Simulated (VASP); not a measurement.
# V (Im-3m) in VASP: notebook

Aim: see how the results for V move with the level of theory and the settings. Levels: LDA, r2SCAN. Tasks: single point.

All numbers are computed with VASP 6.6.1; they aren't measurements. Logs are shortened: lines on timing, memory, paths and dates and some standing lists are left out, and cuts for length are marked.

## (1) The cell of the first run

It takes space group Im-3m (No. 229, cubic). Conventional cell: a = 3.088 Å, b = 3.088 Å, c = 3.088 Å, α = 90.00°, β = 90.00°, γ = 90.00°. Within 3.5 Å of V (site symmetry m-3m) lie 14 V at 2.67 to 3.09 Å.

## (2) Single point, LDA, collinear spin, ferromagnetic start

Contents of INCAR:

```
SYSTEM = V
PREC = Accurate
ENCUT = 520
EDIFF = 1E-6
ISMEAR = -1
SIGMA = 0.05
LREAL = .False.
LASPH = .True.
NELM = 150
ALGO = Normal
ISIF = 2
LWAVE = .False.
LCHARG = .False.
ISPIN = 2
MAGMOM = 2
LORBIT = 11
LMAXMIX = 4
GGA = CA
NBANDS = 16
```

Contents of KPOINTS:

```
regular mesh
0
Gamma
  12 12 12
  0 0 0
```

Contents of POSCAR:

```
V
1.0
   -1.5440506776      1.5440506776      1.5440506776
    1.5440506776     -1.5440506776      1.5440506776
    1.5440506776      1.5440506776     -1.5440506776
V
1
Direct
    0.0000000000      0.0000000000      0.0000000000
```

Potentials or basis: VASP PAW LDA potentials, release 64 (V_sv).

Command:

```
$ cat potpaw_LDA.64/V_sv/POTCAR > POTCAR
$ mpirun -np 1 vasp_std > vasp.out
```

OUTCAR:

```text
SYSTEM = V
   PREC = Accurate
   ENCUT = 520
   EDIFF = 1E-6
   ISMEAR = -1
   LREAL = .False.
   LASPH = .True.
   NELM = 150
   ISIF = 2
   ISPIN = 2
   LORBIT = 11
   GGA = CA

 ion  position               nearest neighbor table
   1  0.000  0.000  0.000-

  LATTYP: Found a body centered cubic cell.
 ALAT       =     3.0881013552

  Lattice vectors:

 A1 = (  -1.5440506776,   1.5440506776,   1.5440506776)
 A2 = (   1.5440506776,  -1.5440506776,   1.5440506776)
 A3 = (   1.5440506776,   1.5440506776,  -1.5440506776)

Analysis of symmetry for initial positions (statically):
=====================================================================
 Subroutine PRICEL returns:
 Original cell was already a primitive cell.

 Routine SETGRP: Setting up the symmetry group for a
 body centered cubic supercell.

 Subroutine GETGRP returns: Found 48 space group operations
 (whereof 48 operations were pure point group operations)
 out of a pool of 48 trial point group operations.

The static configuration has the point symmetry O_h .

Analysis of symmetry for dynamics (positions and initial velocities):
=====================================================================
 Subroutine PRICEL returns:
 Original cell was already a primitive cell.

 Routine SETGRP: Setting up the symmetry group for a
 body centered cubic supercell.

 Subroutine GETGRP returns: Found 48 space group operations
 (whereof 48 operations were pure point group operations)
 out of a pool of 48 trial point group operations.

The dynamic configuration has the point symmetry O_h .

Analysis of structural, dynamic, and magnetic symmetry:
=====================================================================
 Subroutine PRICEL returns:
 Original cell was already a primitive cell.

 Routine SETGRP: Setting up the symmetry group for a
 body centered cubic supercell.

 Subroutine GETGRP returns: Found 48 space group operations
 (whereof 48 operations were pure point group operations)
 out of a pool of 48 trial point group operations.

The overall configuration has the point symmetry O_h .

 Subroutine INISYM returns: Found 48 space group operations
 (whereof 48 operations are pure point group operations),
 and found     1 'primitive' translations

----------------------------------------------------------------------------------------

                                     Primitive cell

  volume of cell :      14.7246

  direct lattice vectors                    reciprocal lattice vectors
    -1.544050678  1.544050678  1.544050678     0.000000000  0.323823568  0.323823568
     1.544050678 -1.544050678  1.544050678     0.323823568  0.000000000  0.323823568
     1.544050678  1.544050678 -1.544050678     0.323823568  0.323823568  0.000000000

  length of vectors
     2.674374223  2.674374223  2.674374223     0.457955682  0.457955682  0.457955682

  position of ions in fractional coordinates (direct lattice)
     0.000000000  0.000000000  0.000000000

  ion indices of the primitive-cell ions
   primitive index   ion index
                 1           1

----------------------------------------------------------------------------------------

 KPOINTS: regular mesh

Automatic generation of k-mesh.
 Grid dimensions read from file:
 generate k-points for:   12   12   12

 Generating k-lattice:

  Cartesian coordinates                     Fractional coordinates (reciprocal lattice)
     0.000000000  0.026985297  0.026985297     0.083333333  0.000000000  0.000000000
     0.026985297  0.000000000  0.026985297     0.000000000  0.083333333  0.000000000
     0.026985297  0.026985297  0.000000000     0.000000000  0.000000000  0.083333333

  Length of vectors
     0.038162974  0.038162974  0.038162974

  Shift w.r.t. Gamma in fractional coordinates (k-lattice)
     0.000000000  0.000000000  0.000000000

 Subroutine IBZKPT returns following result:
 ===========================================

 Found     72 irreducible k-points:

 Following reciprocal coordinates:
            Coordinates               Weight
  0.000000  0.000000  0.000000      1.000000
  0.083333  0.000000  0.000000     12.000000
  0.166667  0.000000  0.000000     12.000000
  0.250000  0.000000  0.000000     12.000000
  0.333333  0.000000  0.000000     12.000000
  0.416667  0.000000  0.000000     12.000000
[... 16 lines left out ...]
  0.333333  0.083333  0.083333     24.000000
  0.416667  0.083333  0.083333     12.000000
 [... further k-points ...]
   k-points           NKPTS =     72   k-points in BZ     NKDIM =     72   number of bands    NBANDS=     16
   number of dos      NEDOS =    301   number of ions     NIONS =      1
   total plane-waves  NPLWV =   8000
   dimension x,y,z NGX =    20 NGY =   20 NGZ =   20
   dimension x,y,z NGXF=    40 NGYF=   40 NGZF=   40
   ions per type =               1
   NGX,Y,Z   is equivalent  to a cutoff of  12.43, 12.43, 12.43 a.u.
   NGXF,Y,Z  is equivalent  to a cutoff of  24.87, 24.87, 24.87 a.u.
 SYSTEM =  V
[... 26 lines left out ...]
  Thomas-Fermi vector in A             =   2.672234
   LORBIT       =     11    0 simple, 1 ext, 2 COOP (PROOUT), +10 PAW based schemes
   GGA     = CA    functional components
   LHFCALC =     F    Hartree Fock is set to
   AEXX    =    0.0000 exact exchange contribution
   IVDW    =     0    specifies the selected vdW correction
   LEPSILON=     F    determine dielectric tensor
   LRPA    =     F    only Hartree local field effects (RPA)
 spin polarized calculation
  energy-cutoff  :      520.00
  volume of cell :       14.72
 maximum number of plane-waves:       420
   NGX =  9   NGY =  9   NGZ =  9

 number of electron      13.0000010 magnetization       0.0018514

 Free energy of the ion-electron system (eV)
  ---------------------------------------------------
  ext. energy  EPLUGINS =         0.00000000
  ---------------------------------------------------
  free energy    TOTEN  =        -9.76398592 eV

  energy without entropy =       -9.74484693  energy(sigma->0) =       -9.75441642

 E-fermi :   8.4065     XC(G=0): -12.7429

 val. band max:        8.4056035567   @ k =   0.1667   0.0000   0.0000
 cond. band min:       8.4080786666   @ k =  -0.4167   0.5000   0.1667
 fundamental gap:      0.0024751098
 Fermi energy:         8.4064586934

 spin component 1

 k-point     1 :       0.0000    0.0000    0.0000
  band No.  band energies     occupation
      1     -54.6509      1.00000
      2     -28.4846      1.00000
      3     -28.4846      1.00000
      4     -28.4846      1.00000
      5       2.0995      1.00000
      6       8.7780      0.00059
[... 8 lines left out ...]
     15      34.6228      0.00000
     16      38.0646      0.00000

 k-point     2 :       0.0833    0.0000    0.0000
  band No.  band energies     occupation
      1     -54.6412      1.00000
      2     -28.5331      1.00000
      3     -28.4997      1.00000
      4     -28.4848      1.00000
      5       2.3577      1.00000
      6       8.6752      0.00461
[... 8 lines left out ...]
     15      34.8590      0.00000
     16      35.6271      0.00000
[... 387 lines left out ...]
      5       5.8989      1.00000
      6       7.4051      1.00000
[... 8 lines left out ...]
     15      35.7776      0.00000
     16      37.1451      0.00000

 k-point    24 :       0.4167    0.0833    0.0833
  band No.  band energies     occupation
      1     -54.5020      1.00000
      2     -29.1350      1.00000
      3     -28.7377      1.00000
      4     -28.5333      1.00000
      5       5.9330      1.00000
      6       7.3370      1.00000
[... 8 lines left out ...]
     15      35.9045      0.00000
     16      36.6992      0.00000

 [... further k-points ...]

 spin component 2

 k-point     1 :       0.0000    0.0000    0.0000
  band No.  band energies     occupation
      1     -54.6496      1.00000
      2     -28.4833      1.00000
      3     -28.4833      1.00000
      4     -28.4833      1.00000
      5       2.1004      1.00000
      6       8.7794      0.00058
[... 8 lines left out ...]
     15      34.6236      0.00000
     16      38.0658      0.00000

 k-point     2 :       0.0833    0.0000    0.0000
  band No.  band energies     occupation
      1     -54.6399      1.00000
      2     -28.5318      1.00000
      3     -28.4984      1.00000
      4     -28.4835      1.00000
      5       2.3587      1.00000
      6       8.6765      0.00449
[... 8 lines left out ...]
     15      34.8599      0.00000
     16      35.6282      0.00000
[... 387 lines left out ...]
      5       5.9000      1.00000
      6       7.4064      1.00000
[... 8 lines left out ...]
     15      35.7786      0.00000
     16      37.1460      0.00000

 k-point    24 :       0.4167    0.0833    0.0833
  band No.  band energies     occupation
      1     -54.5007      1.00000
      2     -29.1337      1.00000
      3     -28.7364      1.00000
      4     -28.5319      1.00000
      5       5.9341      1.00000
      6       7.3383      1.00000
[... 8 lines left out ...]
     15      35.9055      0.00000
     16      36.7001      0.00000

 [... further k-points ...]
[... 5 lines left out ...]
  --------------------------------------------------------------------------------------
  -------------------------------------------------------------------------------------
  Total       -2.2488572     -2.2488572     -2.2488572      0.0000000      0.0000000     -0.0000000
  in kB     -244.6965325   -244.6965325   -244.6965325      0.0000000      0.0000000     -0.0000000
  external PRESSURE =    -244.6965325 kB  Pullay stress =       0.0000000 kB

 VOLUME and BASIS-vectors are now :
 -----------------------------------------------------------------------------
  energy-cutoff  :      520.00
  volume of cell :       14.72
      direct lattice vectors                 reciprocal lattice vectors
    -1.544050678  1.544050678  1.544050678     0.000000000  0.323823568  0.323823568
     1.544050678 -1.544050678  1.544050678     0.323823568  0.000000000  0.323823568
     1.544050678  1.544050678 -1.544050678     0.323823568  0.323823568  0.000000000

 POSITION                                       TOTAL-FORCE (eV/Angst)
 -----------------------------------------------------------------------------------
      0.00000      0.00000      0.00000        -0.000000      0.000000      0.000000
 -----------------------------------------------------------------------------------
    total drift:                                0.000000     -0.000000      0.000000

  FREE ENERGIE OF THE ION-ELECTRON SYSTEM (eV)
  ---------------------------------------------------
  free  energy   TOTEN  =        -9.7639859206 eV

  energy  without entropy=       -9.7448469253  energy(sigma->0) =       -9.75441642

 total charge

# of ion       s       p       d       tot
------------------------------------------
    1        2.320   6.189   3.028  11.536

 magnetization (x)

# of ion       s       p       d       tot
------------------------------------------
    1        0.000   0.000   0.001   0.001
```

Wall time 19 s (1 thread of Intel Xeon Platinum 8488C (Sapphire Rapids), shared host); peak memory 0.13 GiB.

What came out:

```yaml
Free_energy: -9.7640 eV
Pressure: -24.5 GPa
Net_moment: 0.00 μB per cell
Valence_electrons_inside_the_program's_atomic_spheres: V 11.54
```

Levels at points of the mesh, in eV from the Fermi level:
Spin up:
```tsv
k point	band 2	band 3	band 4	band 5	band 6	band 7	band 8	band 9	band 10	band 11
(0.00, 0.00, 0.00)	-36.89	-36.89	-36.89	-6.31	0.37	0.37	0.37	2.15	2.15	19.86
(0.50, 0.00, 0.00)	-37.59	-37.11	-36.89	-2.88	-0.99	1.46	2.14	2.45	3.67	9.13
(0.50, 0.50, 0.50)	-37.37	-37.37	-37.37	-2.62	-2.62	3.33	3.33	3.33	9.42	9.42
```
Spin down:
```tsv
k point	band 2	band 3	band 4	band 5	band 6	band 7	band 8	band 9	band 10	band 11
(0.00, 0.00, 0.00)	-36.89	-36.89	-36.89	-6.31	0.37	0.37	0.37	2.15	2.15	19.86
(0.50, 0.00, 0.00)	-37.59	-37.11	-36.89	-2.88	-0.99	1.46	2.14	2.45	3.67	9.13
(0.50, 0.50, 0.50)	-37.37	-37.37	-37.37	-2.62	-2.62	3.33	3.33	3.33	9.42	9.42
```

## (3) Single point, r2SCAN, collinear spin, ferromagnetic start

This run uses another cell than the first one, of 13.06 Å³/atom, 0.887 times its volume.

Contents of POSCAR:

```
V
1.0
   -1.4834362237      1.4834362237      1.4834362237
    1.4834362237     -1.4834362237      1.4834362237
    1.4834362237      1.4834362237     -1.4834362237
V
1
Direct
    0.0000000000      0.0000000000      0.0000000000
```

Contents of INCAR.step1:

```
SYSTEM = V
ALGO = Normal
EDIFF = 1E-4
ENCUT = 520
GGA = PE
ISMEAR = -1
ISPIN = 2
LASPH = .TRUE.
LCHARG = .FALSE.
LMAXMIX = 4
LREAL = .FALSE.
LWAVE = .TRUE.
MAGMOM = 2
NBANDS = 16
NELM = 150
PREC = Accurate
SIGMA = 0.05
```

Contents of INCAR.step2:

```
SYSTEM = V
ALGO = Normal
EDIFF = 1E-6
ENCUT = 520
ISIF = 2
ISMEAR = -1
ISPIN = 2
ISTART = 1
LASPH = .TRUE.
LCHARG = .FALSE.
LMAXMIX = 4
LMIXTAU = .TRUE.
LORBIT = 11
LREAL = .FALSE.
LWAVE = .FALSE.
MAGMOM = 2
METAGGA = R2SCAN
NBANDS = 16
NELM = 150
PREC = Accurate
SIGMA = 0.05
```

Contents of KPOINTS:

```
k-points
0
G
  12 12 12
  0 0 0
```

Potentials or basis: VASP PAW PBE potentials, release 64 (V_sv).

Command:

```
$ cat potpaw_PBE.64/V_sv/POTCAR > POTCAR
$ cp INCAR.step1 INCAR
$ mpirun -np 1 vasp_std > vasp.out
$ cp INCAR.step2 INCAR
$ mpirun -np 1 vasp_std > vasp.out
```

Run time: 84 s. Hardware: 1 thread of Intel Xeon Platinum 8488C (Sapphire Rapids), shared host; peak memory 0.14 GiB.

Results (log left out):

- Free energy: -14.1264 eV
- Pressure: 4.0 GPa
- Net moment: 0.00 μB per cell
- Valence electrons inside the program's atomic spheres: V 11.68

Levels at points of the mesh, in eV from the Fermi level:
Spin up:
```
           k point  band 2  band 3  band 4  band 5  band 6  band 7  band 8  band 9  band 10  band 11
(0.00, 0.00, 0.00)  -38.36  -38.36  -38.36   -7.12    0.50    0.50    0.50    2.76     2.76    21.49
(0.50, 0.00, 0.00)  -39.40  -38.68  -38.37   -3.44   -1.20    1.64    2.75    3.17     4.48    11.02
(0.50, 0.50, 0.50)  -39.06  -39.06  -39.06   -3.25   -3.25    4.05    4.05    4.05    10.96    10.96
```
Spin down:
| k point | band 2 | band 3 | band 4 | band 5 | band 6 | band 7 | band 8 | band 9 | band 10 | band 11 |
| --- | --- | --- | --- | --- | --- | --- | --- | --- | --- | --- |
| (0.00, 0.00, 0.00) | -38.36 | -38.36 | -38.36 | -7.12 | 0.50 | 0.50 | 0.50 | 2.76 | 2.76 | 21.49 |
| (0.50, 0.00, 0.00) | -39.40 | -38.68 | -38.37 | -3.44 | -1.20 | 1.64 | 2.75 | 3.16 | 4.48 | 11.02 |
| (0.50, 0.50, 0.50) | -39.06 | -39.06 | -39.06 | -3.25 | -3.25 | 4.05 | 4.05 | 4.05 | 10.96 | 10.96 |

Caveat: the PAW data sets were made with another functional, which shifts forces and pressure a little.

## (4) Single point, r2SCAN, collinear spin, ferromagnetic start

This run uses another cell than the first one, of 13.61 Å³/atom, 0.925 times its volume.

Contents of POSCAR:

```
V
1.0
   -1.5041862709      1.5041862709      1.5041862709
    1.5041862709     -1.5041862709      1.5041862709
    1.5041862709      1.5041862709     -1.5041862709
V
1
Direct
    0.0000000000      0.0000000000      0.0000000000
```

Contents of INCAR.step1:

```
SYSTEM = V
PREC = Accurate ; ENCUT = 520
ISMEAR = -1 ; SIGMA = 0.05
LREAL = .False. ; LASPH = .True.
NELM = 150 ; ISPIN = 2
MAGMOM = 2 ; LMAXMIX = 4
NBANDS = 16 ; GGA = PE
ALGO = Normal ; EDIFF = 1E-4
LWAVE = .True. ; LCHARG = .False.
```

Contents of INCAR.step2:

```
SYSTEM = V
PREC = Accurate ; ENCUT = 520
EDIFF = 1E-6 ; ISMEAR = -1
SIGMA = 0.05 ; LREAL = .False.
LASPH = .True. ; NELM = 150
ALGO = Normal ; ISIF = 2
LWAVE = .False. ; LCHARG = .False.
ISPIN = 2 ; MAGMOM = 2
LORBIT = 11 ; LMAXMIX = 4
METAGGA = R2SCAN ; LMIXTAU = .True.
NBANDS = 16 ; ISTART = 1
```

Contents of KPOINTS:

```
Automatic mesh
0
Gamma
  12 12 12
  0 0 0
```

Command:

```
$ cat potpaw_PBE.64/V_sv/POTCAR > POTCAR
$ cp INCAR.step1 INCAR
$ mpirun -np 1 vasp_std > vasp.out
$ cp INCAR.step2 INCAR
$ mpirun -np 1 vasp_std > vasp.out
```

Wall time 88 s (1 thread of Intel Xeon Platinum 8488C (Sapphire Rapids), shared host); peak memory 0.14 GiB.

The run converged. Its results:

- Free energy: -14.1259 eV
- Pressure: -4.1 GPa
- Net moment: 0.00 μB per cell
- Valence electrons inside the program's atomic spheres: V 11.60

Levels at points of the mesh, in eV from the Fermi level:
Spin up:
```csv
k point,band 3,band 4,band 5,band 6,band 7,band 8,band 9,band 10
"(0.00, 0.00, 0.00)",-38.50,-38.50,-7.04,0.48,0.48,0.48,2.64,2.64
"(0.50, 0.00, 0.00)",-38.78,-38.50,-3.30,-1.12,1.47,2.61,3.01,4.23
"(0.50, 0.50, 0.50)",-39.11,-39.11,-3.05,-3.05,3.84,3.84,3.84,10.53
```
Spin down:
| k point | band 3 | band 4 | band 5 | band 6 | band 7 | band 8 | band 9 | band 10 |
| --- | --- | --- | --- | --- | --- | --- | --- | --- |
| (0.00, 0.00, 0.00) | -38.50 | -38.50 | -7.04 | 0.48 | 0.48 | 0.48 | 2.64 | 2.64 |
| (0.50, 0.00, 0.00) | -38.78 | -38.50 | -3.30 | -1.12 | 1.47 | 2.61 | 3.01 | 4.23 |
| (0.50, 0.50, 0.50) | -39.11 | -39.11 | -3.05 | -3.05 | 3.84 | 3.84 | 3.84 | 10.53 |

Caveat: the PAW data sets were made with another functional, which shifts forces and pressure a little.

## (5) Single point, r2SCAN, collinear spin, ferromagnetic start

This run uses another cell than the first one, of 14.17 Å³/atom, 0.962 times its volume.

Contents of POSCAR:

```
V
1.0
   -1.5243791002      1.5243791002      1.5243791002
    1.5243791002     -1.5243791002      1.5243791002
    1.5243791002      1.5243791002     -1.5243791002
V
1
Direct
    0.0000000000      0.0000000000      0.0000000000
```

Contents of INCAR.step1:

```
PREC = Accurate
ENCUT = 520
ISMEAR = -1
SIGMA = 0.05
LREAL = F
LASPH = T
NELM = 150
ISPIN = 2
MAGMOM = 2
LMAXMIX = 4
NBANDS = 16
GGA = PE
ALGO = Normal
EDIFF = 1E-4
LWAVE = T
LCHARG = F
```

Contents of INCAR.step2:

```
PREC = Accurate
ENCUT = 520
EDIFF = 1E-6
ISMEAR = -1
SIGMA = 0.05
LREAL = F
LASPH = T
NELM = 150
ALGO = Normal
ISIF = 2
LWAVE = F
LCHARG = F
ISPIN = 2
MAGMOM = 2
LORBIT = 11
LMAXMIX = 4
METAGGA = R2SCAN
LMIXTAU = T
NBANDS = 16
ISTART = 1
```

Contents of KPOINTS:

```
regular mesh
0
Gamma
  12 12 12
```

Command:

```
$ cat potpaw_PBE.64/V_sv/POTCAR > POTCAR
$ cp INCAR.step1 INCAR
$ mpirun -np 1 vasp_std > vasp.out
$ cp INCAR.step2 INCAR
$ mpirun -np 1 vasp_std > vasp.out
```

Run time: 81 s. Hardware: 1 thread of Intel Xeon Platinum 8488C (Sapphire Rapids), shared host; peak memory 0.14 GiB.

It converged, with:

- Free energy: -14.1002 eV
- Pressure: -10.6 GPa
- Net moment: 0.00 μB per cell
- Valence electrons inside the program's atomic spheres: V 11.53

Levels at points of the mesh, in eV from the Fermi level:
Spin up:
```tsv
k point	band 2	band 3	band 4	band 5	band 6	band 7	band 8	band 9	band 10	band 11
(0.00, 0.00, 0.00)	-38.62	-38.62	-38.62	-6.94	0.47	0.47	0.47	2.53	2.53	20.85
(0.50, 0.00, 0.00)	-39.41	-38.87	-38.62	-3.16	-1.05	1.33	2.48	2.87	4.01	9.97
(0.50, 0.50, 0.50)	-39.16	-39.16	-39.16	-2.87	-2.87	3.64	3.64	3.64	10.15	10.15
```
Spin down:
```csv
k point,band 4,band 5,band 6,band 7,band 8,band 9
"(0.00, 0.00, 0.00)",-38.62,-6.94,0.47,0.47,0.47,2.53
"(0.50, 0.00, 0.00)",-38.62,-3.16,-1.05,1.33,2.48,2.87
"(0.50, 0.50, 0.50)",-39.16,-2.87,-2.87,3.64,3.64,3.64
```

Caveat: the PAW data sets were made with another functional, which shifts forces and pressure a little.

## (6) Overview

```tsv
level	potentials or basis	cell	gap on the mesh (eV)	pressure (GPa)	moment (μB)
LDA	VASP PAW LDA potentials, release 64 (V_sv)	a = 2.674 Å, angles 109.5°, 1 atom	none	-24.5	0.00
r2SCAN	VASP PAW PBE potentials, release 64 (V_sv)	a = 2.569 Å, angles 109.5°, 1 atom	none	4.0	0.00
r2SCAN	VASP PAW PBE potentials, release 64 (V_sv)	a = 2.605 Å, angles 109.5°, 1 atom	none	-4.1	0.00
r2SCAN	VASP PAW PBE potentials, release 64 (V_sv)	a = 2.640 Å, angles 109.5°, 1 atom	none	-10.6	0.00
```

Alike in all rows: task single point; spin collinear, ferromagnetic start; k mesh 12 × 12 × 12; cutoff (eV) 520; smearing fermi-dirac 0.05 eV.

Caveats: the PAW data sets were made with another functional, which shifts forces and pressure a little (some runs).

Absolute energies hang on the potentials; compare differences alone.
